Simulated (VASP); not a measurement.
## BaTiO3: single point with PBE

BaTiO3:

```
Ba Ti O
1.0
     4.09120    0.00000    0.00000
     0.00000    4.09120    0.00000
     0.00000    0.00000    3.97287
Ba Ti O
1 1 3
Direct
  0.50000 0.50000 0.57907
  0.00000 0.00000 0.09305
  0.00000 0.50000 0.06620
  0.50000 0.00000 0.06620
  0.00000 0.00000 0.55547
```

This cell differs from its parent crystal: epitaxial xy strain +3.0%.

```
Program                : VASP 6.6.1
Task                   : single point
Functional             : PBE
Potentials or basis    : VASP PAW PBE potentials, release 64 (Ba_sv, Ti_sv, O)
Cutoff                 : 520 eV
k mesh                 : 6 × 6 × 6
Occupations            : fermi-dirac, width 0.02 eV
Spin                   : no spin polarisation
Dipole correction      : no
Further INCAR settings : ALGO = Normal; EDIFF = 1e-07; NBANDS = 28
```

```json
{
  "Pressure": "-0.5 GPa",
  "Largest force": "0.165 eV/Å",
  "Band gap on the k mesh": "1.72 eV, indirect (least direct gap 2.03 eV)"
}
```

Forces in eV/Å, atoms in the order of the input:
```
Ba   0.000  0.000 -0.006
Ti   0.000  0.000 -0.118
O    0.000  0.000 -0.021
O    0.000  0.000 -0.021
O    0.000  0.000  0.165
```

Stress tensor (GPa, compression positive):
```
-3.19  0.00  0.00
 0.00 -3.19  0.00
 0.00  0.00  4.94
```

Levels at points of the mesh, in eV from the valence-band top:
| k point | band 18 | band 19 | band 20 | band 21 | band 22 | band 23 |
| --- | --- | --- | --- | --- | --- | --- |
| (0.00, 0.00, 0.00) | -0.32 | -0.30 | -0.30 | 1.72 | 2.06 | 2.06 |
| (0.50, 0.00, 0.00) | -1.50 | -0.94 | -0.86 | 2.16 | 3.29 | 3.36 |
| (0.50, 0.50, 0.00) | -1.18 | -1.18 | -0.10 | 3.38 | 3.38 | 3.69 |
| (0.00, 0.00, 0.50) | -1.80 | -0.69 | -0.69 | 1.90 | 3.65 | 3.65 |
| (0.50, 0.00, 0.50) | -0.79 | -0.78 | -0.15 | 3.31 | 3.66 | 3.89 |
| (0.50, 0.50, 0.50) | -0.04 | -0.04 | 0.00 | 3.92 | 4.11 | 4.11 |

Run time: 72 s on 1 thread of AMD EPYC 7R13 Processor (Zen 3), with other jobs on the host, peak memory 0.19 GiB.

Caveat: the cell differs from its parent crystal (epitaxial xy strain +3.0%); spin-orbit coupling is left out, which moves the levels of the heavy elements. A k mesh can miss the band edges.
